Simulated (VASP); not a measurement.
The system is La2O3.

```xyz
5
Lattice="6.2668 0.0000 0.0000 -3.1334 5.4272 0.0000 0.0000 0.0000 3.2998" Properties=species:S:1:pos:R:3 pbc="T T T"
La    3.1334    1.8091    1.6499
La    0.0000    3.6181    1.6499
O     3.1836    0.0000    0.0000
O    -1.5918    2.7571    0.0000
O     1.5416    2.6701    0.0000
```

Program: VASP 6.6.1. Alike in all runs: task single point; no spin polarisation; cell as given; k mesh 5 × 5 × 8; cutoff (eV) 520; smearing fermi-dirac 0.05 eV.

Task: Order these runs on this cell by their band gap on the k mesh, lowest first.
A. level r2SCAN; potentials or basis VASP PAW PBE potentials, release 64 (La, O)
B. level PBE; potentials or basis VASP PAW PBE potentials, release 64 (La, O)
C. level LDA; potentials or basis VASP PAW LDA potentials, release 64 (La, O)

Result: C (1.38 eV), B (1.54 eV), A (1.88 eV).

Caveats: spin-orbit coupling is left out, which moves the levels of the heavy elements; the cell stands under tension (at least some runs).

A k mesh can miss the band edges.
